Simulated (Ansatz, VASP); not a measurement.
## One calculation of ZnS, two programs

File INCAR:

```
PREC = Accurate ; ENCUT = 520
EDIFF = 1E-7 ; ISMEAR = -1
SIGMA = 0.02 ; LREAL = F
LASPH = T ; NELM = 60
ALGO = Normal ; ISIF = 2
LWAVE = F ; LCHARG = F
GGA = PE ; NBANDS = 16
```

Contents of KPOINTS:

```
Automatic mesh
0
Gamma
  8 8 8
```

The input POSCAR:

```
ZnS
1.0
    3.1792338322      0.0000000000      0.0000000000
    0.0000000000      3.1792338322      0.0000000000
    0.0000000000      0.0000000000      3.1792338322
Zn S
1 1
Direct
    0.0000000000      0.0000000000      0.0000000000
    0.5000000000      0.5000000000      0.5000000000
```

Input for Ansatz:

```yaml
crystal:
  lattice:
    - [3.1792338322, 0.0, 0.0]
    - [0.0, 3.1792338322, 0.0]
    - [0.0, 0.0, 3.1792338322]
  atoms:
    - { symbol: Zn, position: [0.0, 0.0, 0.0] }
    - { symbol: S, position: [0.5, 0.5, 0.5] }
kpoints:
  mp_grid: { grid: [8, 8, 8] }
  band_path:
    path:
      - [[0.0, 0.0, 0.0], [-2.768739221096e-51, 0.5, -4.038562005893e-35], [0.5, 0.5, -5.048202507366e-35], [0.0, 0.0, 0.0], [0.5, 0.5, 0.5], [-2.768739221096e-51, 0.5, -4.038562005893e-35]]
      - [[0.5, 0.5, 0.5], [0.5, 0.5, -5.048202507366e-35]]
    npoints: 10
hamiltonian:
  xc: pbe
scf:
  occupations: { method: fermi_dirac, width: 0.02 }
  n_extra_bands: 4
output:
  forces: true
  stress: true
  eigenvalues: true
  write_density: true
  write_potential: true
  elf: true
  volumetric_format: npy
```

Alike in both runs: task single point; functional PBE; k mesh 8 × 8 × 8; occupations fermi-dirac, width 0.02 eV; no spin polarisation.

|  | VASP | Ansatz |
| --- | --- | --- |
| version | VASP 6.6.1 | Ansatz 0.2.0 |
| potentials or method | VASP PAW PBE potentials, release 64 (Zn, S) | plane waves, PAW |
| plane-wave cutoff (eV) | 520 | 420 |
| valence electrons in the cell | 18 | 18 |

Ansatz gave:

```
pressure (GPa) : 1.1
```

**Question.** Which values does VASP return?

**Answer.** Pressure (GPa): 1.2.
